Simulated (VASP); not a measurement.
Input of a VASP 6.6.1 run:

INCAR

```
ALGO     = Normal         # electronic algorithm
EDIFF    = 1E-6           # SCF threshold, eV
ENCUT    = 520            # plane-wave cutoff, eV
GGA      = PE             # functional
ISIF     = 2              # what is computed and relaxed
ISMEAR   = -1             # smearing method
LASPH    = T              # aspherical terms in the spheres
LCHARG   = T              # write CHGCAR
LELF     = T              # ELF
LREAL    = F              # projectors in reciprocal space
LVHAR    = T            
LWAVE    = F              # write WAVECAR
NBANDS   = 8              # bands
NELM     = 100            # most SCF steps
PREC     = Accurate       # precision mode
SIGMA    = 0.1            # smearing width, eV
```

Contents of KPOINTS:

```
k-points
0
Gamma
  22 22 22
```

File POSCAR:

```
Al
1.0
    0.0000000000      2.0724529908      2.0724529908
    2.0724529908      0.0000000000      2.0724529908
    2.0724529908      2.0724529908      0.0000000000
Al
1
Direct
    0.0000000000      0.0000000000      0.0000000000
```

Potentials or basis: VASP PAW PBE potentials, release 64 (Al).

Run with:

```console
$ cat potpaw_PBE.64/Al/POTCAR > POTCAR
$ mpirun -np 1 vasp_std > vasp.out
```

Question: Estimate the pressure.

Answer: -5.0 GPa.
